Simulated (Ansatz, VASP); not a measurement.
**HfIn4SiO6 in VASP and in Ansatz**

INCAR

```
PREC = Accurate ; ENCUT = 600
EDIFF = 1E-6 ; ISMEAR = -1
SIGMA = 0.05 ; LREAL = False
LASPH = True ; NELM = 80
ALGO = Normal ; ISIF = 3
LWAVE = False ; LCHARG = False
GGA = PS ; IBRION = 2
NSW = 80 ; EDIFFG = -0.02
```

The input KPOINTS:

```
Automatic mesh
0
Gamma
  4 4 2
```

POSCAR

```
HfIn4SiO6
1.0
    2.7158500000     -4.7035700000      0.0083300000
    2.7158500000      4.7035700000      0.0083300000
   -1.8791500000      0.0000000000      7.4012700000
Hf In Si O
1 4 1 6
Direct
    0.7883500000      0.2116500000      0.0000000000
    0.6217500000      0.3782500000      0.5000000000
    0.4550200000      0.5449800000      0.0000000000
    0.2840700000      0.7159300000      0.5000000000
    0.9581400000      0.0418600000      0.5000000000
    0.1216800000      0.8783200000      0.0000000000
    0.0621900000      0.1141500000      0.8666600000
    0.8858500000      0.9378100000      0.1333400000
    0.7949000000      0.5378400000      0.8666300000
    0.4621600000      0.2051000000      0.1333700000
    0.1535200000      0.6287900000      0.1333300000
    0.3712100000      0.8464800000      0.8666700000
```

The input input.yaml:

```yaml
crystal:
  lattice:
    - [2.71585, -4.70357, 0.00833]
    - [2.71585, 4.70357, 0.00833]
    - [-1.87915, 0.0, 7.40127]
  atoms:
    - { symbol: Hf, position: [0.78835, 0.21165, 0.0] }
    - { symbol: In, position: [0.62175, 0.37825, 0.5] }
    - { symbol: In, position: [0.45502, 0.54498, 0.0] }
    - { symbol: In, position: [0.28407, 0.71593, 0.5] }
    - { symbol: In, position: [0.95814, 0.04186, 0.5] }
    - { symbol: Si, position: [0.12168, 0.87832, 0.0] }
    - { symbol: O, position: [0.06219, 0.11415, 0.86666] }
    - { symbol: O, position: [0.88585, 0.93781, 0.13334] }
    - { symbol: O, position: [0.7949, 0.53784, 0.86663] }
    - { symbol: O, position: [0.46216, 0.2051, 0.13337] }
    - { symbol: O, position: [0.15352, 0.62879, 0.13333] }
    - { symbol: O, position: [0.37121, 0.84648, 0.86667] }
kpoints:
  mp_grid: { grid: [4, 4, 2] }
scf:
  occupations: { method: fermi_dirac, width: 0.05 }
hamiltonian:
  xc: pbesol
  pseudopotentials: { kind: all_electron, datasets: crystal }
output:
  forces: true
  stress: true
relax:
  f_tol: 0.02
  max_steps: 60
  cell: {}
```

Alike in both runs: task relaxation of cell and atoms; functional PBEsol; k mesh 4 × 4 × 2; occupations fermi-dirac, width 0.05 eV; no spin polarisation.

|  | VASP | Ansatz |
| --- | --- | --- |
| version | VASP 6.6.1 | Ansatz 0.2.0 |
| potentials or method | VASP PAW PBE potentials, release 64 (Hf_pv, In_d, Si, O), cutoff 600 eV | all-electron PAW datasets made for the crystal |

VASP gave:

- gap on the k mesh at the Fermi level, each at its own relaxed structure (eV): none
- relaxed volume (Å³/atom): 14.92
- relaxed length of the cell vector where the two differ most in proportion (Å): 5.358

Which values does Ansatz return?

gap on the k mesh at the Fermi level, each at its own relaxed structure (eV): none; relaxed volume (Å³/atom): 14.97; relaxed length of the cell vector where the two differ most in proportion (Å): 5.362.

VASP's potentials were made for PBE, not for PBEsol. A gap of «none» marks a metal or a gap that the smearing closes. Ansatz ran all-electron here, and VASP with PAW potentials.

The k mesh is coarse, so the values compare programs but aren't converged. Spin-orbit coupling is off throughout. Noted on Ansatz's run: the k mesh is thin for a metal, which can move the energy by tens of meV per atom.
